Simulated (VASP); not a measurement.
# BN (R3m) in VASP: a series of runs

Aim: see how the results for BN move with the level of theory and the settings. Levels: BLYP, LDA. Tasks: single point.

Program: VASP 6.6.1. These are calculated values, not measurements. Logs are shortened: lines on timing, memory, paths and dates and some standing lists are left out, and cuts for length are marked.

**1. The cell of the first run**

The structure is trigonal, space group R3m (No. 160). The conventional cell has a = 2.502 Å, b = 2.502 Å, c = 10.119 Å, α = 90.00°, β = 90.00°, γ = 120.00°. Within 1.9 Å of B (site symmetry 3m) lie 3 N at 1.44 Å. Within 1.9 Å of N (site symmetry 3m) lie 3 B at 1.44 Å.

**2. Single point, BLYP**

Contents of INCAR:

```
AGGAC = 1.0 ; AGGAX = 1.0
ALDAC = 0.0 ; ALDAX = 1.0
ALGO = Normal ; EDIFF = 1E-6
ENCUT = 520 ; GGA = B5
ISIF = 2 ; ISMEAR = 0
LASPH = T ; LCHARG = F
LREAL = F ; LWAVE = F
NBANDS = 11 ; NELM = 100
PREC = Accurate ; SIGMA = 0.01
```

Contents of KPOINTS:

```
k-points
0
Gamma
  10 10 10
```

Contents of POSCAR:

```
BN
1.0
    1.2511220000      0.7223350000      3.3729340000
   -1.2511220000      0.7223350000      3.3729340000
    0.0000000000     -1.4446710000      3.3729340000
B N
1 1
Direct
    0.9996710000      0.9996710000      0.9996710000
    0.3327620000      0.3327620000      0.3327620000
```

Potentials or basis: VASP PAW PBE potentials, release 64 (B, N).

On the command line:

```sh
$ cat potpaw_PBE.64/B/POTCAR potpaw_PBE.64/N/POTCAR > POTCAR
$ mpirun -np 1 vasp_std > vasp.out
```

OUTCAR:

```text
EDIFF = 1E-6
   ENCUT = 520
   GGA = B5
   ISIF = 2
   ISMEAR = 0
   LASPH = T
   LREAL = F
   NELM = 100
   PREC = Accurate

 ion  position               nearest neighbor table
   1  1.000  1.000  1.000-   2 1.44   2 1.44   2 1.44
   2  0.333  0.333  0.333-   1 1.44   1 1.44   1 1.44

  LATTYP: Found a trigonal (rhomboedric) cell.
 ALAT       =     3.6692993717
 COS(alpha) =     0.7674785490

  Lattice vectors:

 A1 = (   1.2511220000,   0.7223350000,   3.3729340000)
 A2 = (  -1.2511220000,   0.7223350000,   3.3729340000)
 A3 = (   0.0000000000,  -1.4446710000,   3.3729340000)

Analysis of symmetry for initial positions (statically):
=====================================================================
 Subroutine PRICEL returns:
 Original cell was already a primitive cell.

 Routine SETGRP: Setting up the symmetry group for a
 trigonal (rhombohedral) supercell.

 Subroutine GETGRP returns: Found  6 space group operations
 (whereof  6 operations were pure point group operations)
 out of a pool of 12 trial point group operations.

The static configuration has the point symmetry C_3v.

Analysis of symmetry for dynamics (positions and initial velocities):
=====================================================================
 Subroutine PRICEL returns:
 Original cell was already a primitive cell.

 Routine SETGRP: Setting up the symmetry group for a
 trigonal (rhombohedral) supercell.

 Subroutine GETGRP returns: Found  6 space group operations
 (whereof  6 operations were pure point group operations)
 out of a pool of 12 trial point group operations.

The dynamic configuration has the point symmetry C_3v.

 Subroutine INISYM returns: Found  6 space group operations
 (whereof  6 operations are pure point group operations),
 and found     1 'primitive' translations

----------------------------------------------------------------------------------------

                                     Primitive cell

  volume of cell :      18.2893

  direct lattice vectors                    reciprocal lattice vectors
     1.251122000  0.722335000  3.372934000     0.399641282  0.230733094  0.098825951
    -1.251122000  0.722335000  3.372934000    -0.399641282  0.230733094  0.098825951
     0.000000000 -1.444671000  3.372934000     0.000000000 -0.461466189  0.098825883

  length of vectors
     3.669299372  3.669299372  3.669299397     0.471929533  0.471929533  0.471929654

  position of ions in fractional coordinates (direct lattice)
     0.999671000  0.999671000  0.999671000
     0.332762000  0.332762000  0.332762000

  ion indices of the primitive-cell ions
   primitive index   ion index
                 1           1
                 2           2

----------------------------------------------------------------------------------------

 KPOINTS: k-points

Automatic generation of k-mesh.
 Grid dimensions read from file:
 generate k-points for:   10   10   10

 Generating k-lattice:

  Cartesian coordinates                     Fractional coordinates (reciprocal lattice)
     0.039964128  0.023073309  0.009882595     0.100000000 -0.000000000  0.000000000
    -0.039964128  0.023073309  0.009882595    -0.000000000  0.100000000  0.000000000
     0.000000000 -0.046146619  0.009882588    -0.000000000 -0.000000000  0.100000000

  Length of vectors
     0.047192953  0.047192953  0.047192965

  Shift w.r.t. Gamma in fractional coordinates (k-lattice)
     0.000000000  0.000000000  0.000000000

 Subroutine IBZKPT returns following result:
 ===========================================

 Found    116 irreducible k-points:

 Following reciprocal coordinates:
            Coordinates               Weight
  0.000000  0.000000  0.000000      1.000000
  0.100000  0.000000  0.000000      6.000000
  0.200000  0.000000  0.000000      6.000000
  0.300000  0.000000  0.000000      6.000000
  0.400000 -0.000000 -0.000000      6.000000
  0.500000  0.000000 -0.000000      3.000000
[... 16 lines left out ...]
  0.300000  0.300000  0.000000      6.000000
  0.400000  0.300000 -0.000000     12.000000
 [... further k-points ...]
   k-points           NKPTS =    116   k-points in BZ     NKDIM =    116   number of bands    NBANDS=     11
   number of dos      NEDOS =    301   number of ions     NIONS =      2
   total plane-waves  NPLWV =  21952
   dimension x,y,z NGX =    28 NGY =   28 NGZ =   28
   dimension x,y,z NGXF=    56 NGYF=   56 NGZF=   56
   ions per type =               1   1
   NGX,Y,Z   is equivalent  to a cutoff of  12.69, 12.69, 12.69 a.u.
   NGXF,Y,Z  is equivalent  to a cutoff of  25.37, 25.37, 25.37 a.u.
 SYSTEM =  unknown system
   PREC   = accura    normal or accurate (medium, high low for compatibility)
   ISTART =      0    job   : 0-new  1-cont  2-samecut
   ICHARG =      2    charge: 1-file 2-atom 10-const
   ISPIN  =      1    spin polarized calculation?
   LNONCOLLINEAR =      F non collinear calculations
   LSORBIT =      F    spin-orbit coupling
   LASPH  =      T    aspherical Exc in radial PAW
   ENCUT  =  520.0 eV  38.22 Ry    6.18 a.u.   6.82  6.82  6.82*2*pi/ulx,y,z
   NELM   =    100;   NELMIN=  2; NELMDL= -5     # of ELM steps
   EDIFF  = 0.1E-05   stopping-criterion for ELM
   LREAL  =      F    real-space projection
[... 7 lines left out ...]
   TEBEG  =    0.0;   TEEND  =   0.0 temperature during run
   PSTRESS=    0.0 pullay stress
   NELECT =       8.0000    total number of electrons
   NUPDOWN=      -1.0000    fix difference up-down
   EMIN   =  10.00;   EMAX   =-10.00  energy-range for DOS
   EFERMI =   0.00;   METHOD = LEGACY
   ISMEAR =     0;   SIGMA  =   0.01  broadening in eV -4-tet -1-fermi 0-gaus
   EFERMI_NEDOS =   21; number of points for ismear=-14 and -15
   IALGO  =     38    algorithm
   IMIX   =      4    mixing-type and parameters
     AMIX     =   0.40;   BMIX     =  1.00
     AMIX_MAG =   1.60;   BMIX_MAG =  1.00
  volume/ion in A,a.u.               =       9.14        61.71
  Fermi-wavevector in a.u.,A,eV,Ry     =   1.242717  2.348395 21.012102  1.544346
  Thomas-Fermi vector in A             =   2.377059
   LORBIT       =      0    0 simple, 1 ext, 2 COOP (PROOUT), +10 PAW based schemes
   GGA     = B5    functional components
   LHFCALC =     F    Hartree Fock is set to
   AEXX    =    0.0000 exact exchange contribution
   IVDW    =     0    specifies the selected vdW correction
   LEPSILON=     F    determine dielectric tensor
   LRPA    =     F    only Hartree local field effects (RPA)
 non-spin polarized calculation
 Gauss-broadening in eV      SIGMA  =   0.01
  energy-cutoff  :      520.00
  volume of cell :       18.29
 maximum number of plane-waves:       517
   NGX = 13   NGY = 13   NGZ = 13

 number of electron       7.9999999 magnetization

 Free energy of the ion-electron system (eV)
  ---------------------------------------------------
  ext. energy  EPLUGINS =         0.00000000
  ---------------------------------------------------
  free energy    TOTEN  =       -16.82442042 eV

  energy without entropy =      -16.82442042  energy(sigma->0) =      -16.82442042

 E-fermi :   2.6246     XC(G=0):  -9.5045

 val. band max:        2.5283793153   @ k =  -0.3000   0.3000   0.0000
 cond. band min:       6.8475772634   @ k =   0.5000   0.5000  -0.0000
 fundamental gap:      4.3191979481
 Fermi energy:         2.6246248036

 k-point     1 :       0.0000    0.0000    0.0000
  band No.  band energies     occupation
      1     -15.1951      2.00000
      2      -1.6390      2.00000
      3       1.1082      2.00000
      4       1.1082      2.00000
      5       7.7130      0.00000
      6      14.2461      0.00000
      7      14.2462      0.00000
      8      15.6061      0.00000
      9      17.3697      0.00000
     10      28.7134      0.00000
     11      30.3894      0.00000

 k-point     2 :       0.1000    0.0000    0.0000
  band No.  band energies     occupation
      1     -14.9989      2.00000
      2      -1.4261      2.00000
      3       0.3321      2.00000
      4       0.7561      2.00000
      5       8.1083      0.00000
      6      14.1688      0.00000
      7      14.9463      0.00000
      8      15.0767      0.00000
      9      17.9456      0.00000
     10      28.0004      0.00000
     11      29.2307      0.00000

 k-point     3 :       0.2000    0.0000    0.0000
  band No.  band energies     occupation
      1     -14.4272      2.00000
      2      -1.5206      2.00000
      3      -0.7917      2.00000
      4      -0.0404      2.00000
      5       9.1171      0.00000
      6      13.2352      0.00000
      7      14.0627      0.00000
      8      17.2599      0.00000
      9      19.2380      0.00000
     10      24.8396      0.00000
     11      27.3599      0.00000

 k-point     4 :       0.3000    0.0000    0.0000
  band No.  band energies     occupation
      1     -13.5478      2.00000
      2      -3.6746      2.00000
      3      -0.8557      2.00000
      4       0.1837      2.00000
      5      10.1422      0.00000
      6      11.4593      0.00000
      7      14.0567      0.00000
      8      20.0844      0.00000
      9      20.1812      0.00000
     10      22.9079      0.00000
     11      25.6909      0.00000

 k-point     5 :       0.4000   -0.0000   -0.0000
  band No.  band energies     occupation
      1     -12.5647      2.00000
      2      -5.5424      2.00000
      3      -1.4236      2.00000
      4       1.3047      2.00000
      5       8.7405      0.00000
      6      12.1682      0.00000
      7      14.5936      0.00000
      8      18.9067      0.00000
      9      22.7117      0.00000
     10      23.0373      0.00000
     11      24.6806      0.00000
[... 211 lines left out ...]
 k-point    21 :      -0.3000    0.2000   -0.0000
  band No.  band energies     occupation
      1     -12.1818      2.00000
      2      -5.2614      2.00000
      3      -3.0792      2.00000
      4       1.9525      2.00000
      5       8.3440      0.00000
      6      13.0253      0.00000
      7      16.4149      0.00000
      8      17.0261      0.00000
      9      19.6928      0.00000
     10      24.0352      0.00000
     11      25.6058      0.00000

 k-point    22 :      -0.2000    0.2000    0.0000
  band No.  band energies     occupation
      1     -13.0809      2.00000
      2      -3.9654      2.00000
      3      -2.1957      2.00000
      4       0.9410      2.00000
      5       9.9783      0.00000
      6      11.2406      0.00000
      7      15.8852      0.00000
      8      17.8876      0.00000
      9      19.1353      0.00000
     10      23.6229      0.00000
     11      26.2020      0.00000

 k-point    23 :       0.3000    0.3000    0.0000
  band No.  band energies     occupation
      1     -13.4969      2.00000
      2      -3.6077      2.00000
      3      -0.8944      2.00000
      4      -0.2753      2.00000
      5       9.9115      0.00000
      6      12.0659      0.00000
      7      14.2002      0.00000
      8      20.1165      0.00000
      9      20.7396      0.00000
     10      22.3830      0.00000
     11      28.3677      0.00000

 k-point    24 :       0.4000    0.3000   -0.0000
  band No.  band energies     occupation
      1     -12.8703      2.00000
      2      -4.5621      2.00000
      3      -1.7398      2.00000
      4       0.3874      2.00000
      5       8.9222      0.00000
      6      12.9577      0.00000
      7      14.9815      0.00000
      8      19.8307      0.00000
      9      20.7457      0.00000
     10      23.1570      0.00000
     11      27.1610      0.00000

 [... further k-points ...]

------------------------ aborting loop because EDIFF is reached ----------------------------------------

  FORCE on cell =-STRESS in cart. coord.  units (eV):
  Direction    XX          YY          ZZ          XY          YZ          ZX
  --------------------------------------------------------------------------------------
  -------------------------------------------------------------------------------------
  Total        0.7151628      0.7151622      0.4489008      0.0000000     -0.0000000      0.0000000
  in kB       62.6495371     62.6494867     39.3245109      0.0000000     -0.0000039      0.0000000
  external PRESSURE =      54.8745116 kB  Pullay stress =       0.0000000 kB

 VOLUME and BASIS-vectors are now :
 -----------------------------------------------------------------------------
  energy-cutoff  :      520.00
  volume of cell :       18.29
      direct lattice vectors                 reciprocal lattice vectors
     1.251122000  0.722335000  3.372934000     0.399641282  0.230733094  0.098825951
    -1.251122000  0.722335000  3.372934000    -0.399641282  0.230733094  0.098825951
     0.000000000 -1.444671000  3.372934000     0.000000000 -0.461466189  0.098825883

 POSITION                                       TOTAL-FORCE (eV/Angst)
 -----------------------------------------------------------------------------------
      0.00000     -0.00000     10.11547         0.000000     -0.000000      0.000768
      0.00000     -0.00000      3.36715         0.000000      0.000000     -0.000768
 -----------------------------------------------------------------------------------
    total drift:                                0.000000      0.000022      0.000033

  FREE ENERGIE OF THE ION-ELECTRON SYSTEM (eV)
  ---------------------------------------------------
  free  energy   TOTEN  =       -16.8244204227 eV

  energy  without entropy=      -16.8244204227  energy(sigma->0) =      -16.82442042
```

Run time: 35 s. Hardware: 1 thread of Intel Xeon Platinum 8488C (Sapphire Rapids), shared host; peak memory 0.16 GiB.

What came out:

```
Free energy            : -16.8244 eV
Pressure               : 5.5 GPa
Band gap on the k mesh : 4.32 eV, indirect (least direct gap 4.94 eV)
```

Stress tensor (GPa, compression positive):
```
6.26 0.00 0.00
0.00 6.26 0.00
0.00 0.00 3.93
```

Caveat: the PAW data sets were made with another functional, which shifts forces and pressure a little. A k mesh can miss the band edges.

**3. Single point, LDA**

Contents of INCAR:

```
PREC = Accurate
ENCUT = 520
EDIFF = 1E-7
ISMEAR = 0
SIGMA = 0.01
LREAL = False
LASPH = True
NELM = 60
ALGO = Normal
ISIF = 2
LWAVE = False
LCHARG = False
NBANDS = 11
```

Contents of KPOINTS:

```
regular mesh
0
Gamma
  10 10 10
```

POSCAR is that of step 2.

Potentials or basis: VASP PAW LDA potentials, release 64 (B, N).

On the command line:

```sh
$ cat potpaw_LDA.64/B/POTCAR potpaw_LDA.64/N/POTCAR > POTCAR
$ mpirun -np 1 vasp_std > vasp.out
```

Run time: 19 s. Hardware: 1 thread of Intel Xeon Platinum 8488C (Sapphire Rapids), shared host; peak memory 0.14 GiB.

Results (log left out):

| Quantity | Value |
| --- | --- |
| Free energy | -19.2864 eV |
| Pressure | -3.8 GPa |
| Band gap on the k mesh | 4.05 eV, indirect (least direct gap 4.75 eV) |

Forces in eV/Å, atoms in the order of the input:
```
B    0.000  0.000 -0.002
N    0.000  0.000  0.002
```

Stress tensor (GPa, compression positive):
```
-5.17  0.00  0.00
 0.00 -5.17  0.00
 0.00  0.00 -1.12
```

Levels at points of the mesh, in eV from the valence-band top:
| k point | band 1 | band 2 | band 3 | band 4 | band 5 | band 6 | band 7 | band 8 |
| --- | --- | --- | --- | --- | --- | --- | --- | --- |
| (0.00, 0.00, 0.00) | -17.60 | -4.24 | -1.34 | -1.34 | 4.80 | 11.53 | 11.53 | 12.93 |
| (0.50, 0.00, 0.00) | -14.38 | -8.93 | -4.12 | -0.64 | 5.10 | 9.85 | 12.66 | 14.64 |
| (0.50, 0.50, 0.00) | -14.31 | -8.80 | -4.18 | -1.24 | 4.05 | 9.86 | 13.84 | 17.14 |
| (0.50, 0.50, 0.50) | -17.33 | -6.28 | -1.35 | -1.35 | 9.79 | 11.45 | 11.45 | 12.30 |
